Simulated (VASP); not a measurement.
# Cs3LaF2 (P4/mmm) in VASP: single point with PBE

Aim: the single point of Cs3LaF2 with PBE.

All numbers are computed with VASP 6.6.1; they aren't measurements. Logs are shortened: lines on timing, memory, paths and dates and some standing lists are left out, and cuts for length are marked.

## 1. The cell of the first run

The structure is tetragonal, space group P4/mmm (No. 123). Conventional cell: a = 5.922 Å, b = 5.922 Å, c = 5.872 Å, α = 90.00°, β = 90.00°, γ = 90.00°. Within 3.9 Å of Cs (site symmetry mmm) lie 2 La at 2.96 Å and 2 F at 2.96 Å. Within 3.9 Å of Cs (site symmetry 4/mmm) lie 2 La at 2.94 Å. La (site symmetry 4/mmm) has 6 Cs at 2.94 to 2.96 Å within 3.9 Å. F (site symmetry 4/mmm) has 2 F at 2.94 Å within 3.9 Å. Within 3.9 Å of F (site symmetry 4/mmm) lie 2 F at 2.94 Å and 4 Cs at 2.96 Å.

The cell was built from a structure type or drawn by symmetry, and may not be a known phase.

## 2. Single point, PBE

Contents of INCAR:

```
ALGO = Normal ; EDIFF = 1E-6
ENCUT = 520 ; GGA = PE
ISIF = 2 ; ISMEAR = 0
LASPH = T ; LCHARG = F
LREAL = F ; LWAVE = F
NBANDS = 35 ; NELM = 100
PREC = Accurate ; SIGMA = 0.1
```

Contents of KPOINTS:

```
k-points
0
Gamma
  4 4 4
```

Contents of POSCAR:

```
Cs3LaF2
1.0
    5.9216499100      0.0000000000      0.0000000000
    0.0000000000      5.9216499100      0.0000000000
    0.0000000000      0.0000000000      5.8723684300
Cs La F
3 1 2
Direct
    0.0000000000      0.5000000000      0.0000000000
    0.5000000000      0.0000000000      0.0000000000
    0.5000000000      0.5000000000      0.5000000000
    0.5000000000      0.5000000000      0.0000000000
    0.0000000000      0.0000000000      0.5000000000
    0.0000000000      0.0000000000      0.0000000000
```

Potentials or basis: VASP PAW PBE potentials, release 64 (Cs_sv, La, F).

The run is started by

```
> cat potpaw_PBE.64/Cs_sv/POTCAR potpaw_PBE.64/La/POTCAR potpaw_PBE.64/F/POTCAR > POTCAR
> mpirun -np 1 vasp_std > vasp.out
```

OUTCAR:

```text
EDIFF = 1E-6
   ENCUT = 520
   GGA = PE
   ISIF = 2
   ISMEAR = 0
   LASPH = T
   LREAL = F
   NELM = 100
   PREC = Accurate

 ion  position               nearest neighbor table
   1  0.000  0.500  0.000-   4 2.96   4 2.96
   2  0.500  0.000  0.000-   4 2.96   4 2.96
   3  0.500  0.500  0.500-   4 2.94   4 2.94
   4  0.500  0.500  0.000-   3 2.94   3 2.94   1 2.96   2 2.96   2 2.96   1 2.96
   5  0.000  0.000  0.500-
   6  0.000  0.000  0.000-

  LATTYP: Found a simple tetragonal cell.
 ALAT       =     5.9216499100
 C/A-ratio  =     0.9916777451

  Lattice vectors:

 A1 = (   5.9216499100,   0.0000000000,   0.0000000000)
 A2 = (   0.0000000000,   5.9216499100,   0.0000000000)
 A3 = (   0.0000000000,   0.0000000000,   5.8723684300)

Analysis of symmetry for initial positions (statically):
=====================================================================
 Subroutine PRICEL returns:
 Original cell was already a primitive cell.

 Routine SETGRP: Setting up the symmetry group for a
 simple tetragonal supercell.

 Subroutine GETGRP returns: Found 16 space group operations
 (whereof 16 operations were pure point group operations)
 out of a pool of 16 trial point group operations.

The static configuration has the point symmetry D_4h.

Analysis of symmetry for dynamics (positions and initial velocities):
=====================================================================
 Subroutine PRICEL returns:
 Original cell was already a primitive cell.

 Routine SETGRP: Setting up the symmetry group for a
 simple tetragonal supercell.

 Subroutine GETGRP returns: Found 16 space group operations
 (whereof 16 operations were pure point group operations)
 out of a pool of 16 trial point group operations.

The dynamic configuration has the point symmetry D_4h.

 Subroutine INISYM returns: Found 16 space group operations
 (whereof 16 operations are pure point group operations),
 and found     1 'primitive' translations

----------------------------------------------------------------------------------------

[... 89 lines left out ...]
   LSORBIT =      F    spin-orbit coupling
   LASPH  =      T    aspherical Exc in radial PAW
   ENCUT  =  520.0 eV  38.22 Ry    6.18 a.u.  11.01 11.01 10.92*2*pi/ulx,y,z
   NELM   =    100;   NELMIN=  2; NELMDL= -5     # of ELM steps
   EDIFF  = 0.1E-05   stopping-criterion for ELM
   LREAL  =      F    real-space projection
   EDIFFG = 0.1E-04   stopping-criterion for IOM
   NSW    =      0    number of steps for IOM
   IBRION =     -1    ionic relax: 0-MD 1-quasi-New 2-CG
   NFREE  =      0    steps in history (QN), initial steepest desc. (CG)
   ISIF   =      2    stress and relaxation
   ISYM   =      2    0-nonsym 1-usesym 2-fastsym
   POTIM  = 0.5000    time-step for ionic-motion
   TEBEG  =    0.0;   TEEND  =   0.0 temperature during run
   PSTRESS=    0.0 pullay stress
   NELECT =      52.0000    total number of electrons
   NUPDOWN=      -1.0000    fix difference up-down
   EMIN   =  10.00;   EMAX   =-10.00  energy-range for DOS
   EFERMI =   0.00;   METHOD = LEGACY
   ISMEAR =     0;   SIGMA  =   0.10  broadening in eV -4-tet -1-fermi 0-gaus
   EFERMI_NEDOS =   21; number of points for ismear=-14 and -15
   IALGO  =     38    algorithm
   IMIX   =      4    mixing-type and parameters
     AMIX     =   0.40;   BMIX     =  1.00
     AMIX_MAG =   1.60;   BMIX_MAG =  1.00
  volume/ion in A,a.u.               =      34.32       231.60
  Fermi-wavevector in a.u.,A,eV,Ry     =   1.034768  1.955428 14.568370  1.070745
  Thomas-Fermi vector in A             =   2.169079
   LORBIT       =      0    0 simple, 1 ext, 2 COOP (PROOUT), +10 PAW based schemes
   GGA     = PE    functional components
   LHFCALC =     F    Hartree Fock is set to
   AEXX    =    0.0000 exact exchange contribution
   IVDW    =     0    specifies the selected vdW correction
   LEPSILON=     F    determine dielectric tensor
   LRPA    =     F    only Hartree local field effects (RPA)
 non-spin polarized calculation
 Gauss-broadening in eV      SIGMA  =   0.10
  energy-cutoff  :      520.00
  volume of cell :      205.92
 maximum number of plane-waves:      5572
 NGX is ok and might be reduce to    48
   NGX = 23   NGY = 23   NGZ = 21

 number of electron      51.9999978 magnetization

 Free energy of the ion-electron system (eV)
  ---------------------------------------------------
  ext. energy  EPLUGINS =         0.00000000
  ---------------------------------------------------
  free energy    TOTEN  =       -12.33060179 eV

  energy without entropy =      -12.31527373  energy(sigma->0) =      -12.32293776

 E-fermi :   2.8222     XC(G=0):  -7.9952

 val. band max:        2.6788737576   @ k =   0.5000   0.0000   0.5000
 cond. band min:       2.8767941063   @ k =   0.5000   0.0000   0.0000
 fundamental gap:      0.1979203487
 Fermi energy:         2.8221844881

 k-point     1 :       0.0000    0.0000    0.0000
  band No.  band energies     occupation
      1     -30.6345      2.00000
      2     -20.8932      2.00000
      3     -20.1392      2.00000
      4     -20.0808      2.00000
      5     -17.9414      2.00000
      6     -16.9517      2.00000
[... 673 lines left out ...]
     34       4.2889      0.00000
     35       5.1707      0.00000

------------------------ aborting loop because EDIFF is reached ----------------------------------------

  FORCE on cell =-STRESS in cart. coord.  units (eV):
  Direction    XX          YY          ZZ          XY          YZ          ZX
  --------------------------------------------------------------------------------------
  -------------------------------------------------------------------------------------
  Total        2.6815847      2.6815847     10.6039054      0.0000000      0.0000000      0.0000000
  in kB       20.8642773     20.8642773     82.5045077      0.0000000      0.0000000      0.0000000
  external PRESSURE =      41.4110207 kB  Pullay stress =       0.0000000 kB

 VOLUME and BASIS-vectors are now :
 -----------------------------------------------------------------------------
  energy-cutoff  :      520.00
  volume of cell :      205.92
      direct lattice vectors                 reciprocal lattice vectors
     5.921649910  0.000000000  0.000000000     0.168871854  0.000000000  0.000000000
     0.000000000  5.921649910  0.000000000     0.000000000  0.168871854  0.000000000
     0.000000000  0.000000000  5.872368430     0.000000000  0.000000000  0.170289043

 POSITION                                       TOTAL-FORCE (eV/Angst)
 -----------------------------------------------------------------------------------
      0.00000      2.96082      0.00000         0.000000      0.000000      0.000000
      2.96082      0.00000      0.00000         0.000000      0.000000      0.000000
      2.96082      2.96082      2.93618         0.000000      0.000000      0.000000
      2.96082      2.96082      0.00000         0.000000      0.000000      0.000000
      0.00000      0.00000      2.93618         0.000000      0.000000      0.000000
      0.00000      0.00000      0.00000         0.000000      0.000000      0.000000
 -----------------------------------------------------------------------------------
    total drift:                               -0.000000      0.000000      0.000000

  FREE ENERGIE OF THE ION-ELECTRON SYSTEM (eV)
  ---------------------------------------------------
  free  energy   TOTEN  =       -12.3306017920 eV

  energy  without entropy=      -12.3152737298  energy(sigma->0) =      -12.32293776
```

OSZICAR:

```text
N       E                     dE             d eps       ncg     rms          rms(c)
DAV:   1     0.611377085422E+03    0.61138E+03   -0.20471E+04  1260   0.159E+03
DAV:   2     0.109616433245E+03   -0.50176E+03   -0.46600E+03  1579   0.376E+02
DAV:   3    -0.752500801654E+01   -0.11714E+03   -0.11004E+03  1707   0.171E+02
DAV:   4    -0.183314527649E+02   -0.10806E+02   -0.10413E+02  2008   0.491E+01
DAV:   5    -0.188507152082E+02   -0.51926E+00   -0.50493E+00  2072   0.870E+00    0.128E+01
DAV:   6    -0.138186005960E+02    0.50321E+01   -0.77622E+01  1797   0.546E+01    0.872E+00
DAV:   7    -0.131364454216E+02    0.68216E+00   -0.64621E+00  2101   0.184E+01    0.552E+00
DAV:   8    -0.123678612307E+02    0.76858E+00   -0.31126E+00  1742   0.101E+01    0.123E+00
DAV:   9    -0.123603534166E+02    0.75078E-02   -0.52668E-01  2184   0.342E+00    0.124E+00
DAV:  10    -0.123226848841E+02    0.37669E-01   -0.24704E-01  1798   0.304E+00    0.300E-01
DAV:  11    -0.123282232577E+02   -0.55384E-02   -0.17514E-02  2151   0.705E-01    0.161E-01
DAV:  12    -0.123303871012E+02   -0.21638E-02   -0.47615E-03  1736   0.321E-01    0.562E-02
DAV:  13    -0.123305420019E+02   -0.15490E-03   -0.88111E-04  2000   0.185E-01    0.310E-02
DAV:  14    -0.123305893926E+02   -0.47391E-04   -0.19000E-04  1823   0.733E-02    0.147E-02
DAV:  15    -0.123306023161E+02   -0.12923E-04   -0.89672E-05  1992   0.592E-02    0.107E-02
DAV:  16    -0.123306011082E+02    0.12078E-05   -0.18957E-05  1896   0.283E-02    0.212E-03
DAV:  17    -0.123306017920E+02   -0.68382E-06   -0.24016E-06  1360   0.852E-03
   1 F= -.12330602E+02 E0= -.12322938E+02  d E =-.153281E-01
```

Wall time 3.3 min (1 thread of AMD EPYC 7R43 (Zen 3), shared host); peak memory 0.37 GiB.

What came out:

* Free energy: -12.3306 eV
* Pressure: 4.1 GPa
* Band gap on the k mesh: zero (bands 26 and 27 overlap by 1.71 eV)

Caveat: the cell stands under pressure; spin-orbit coupling is left out, which moves the levels of the heavy elements.
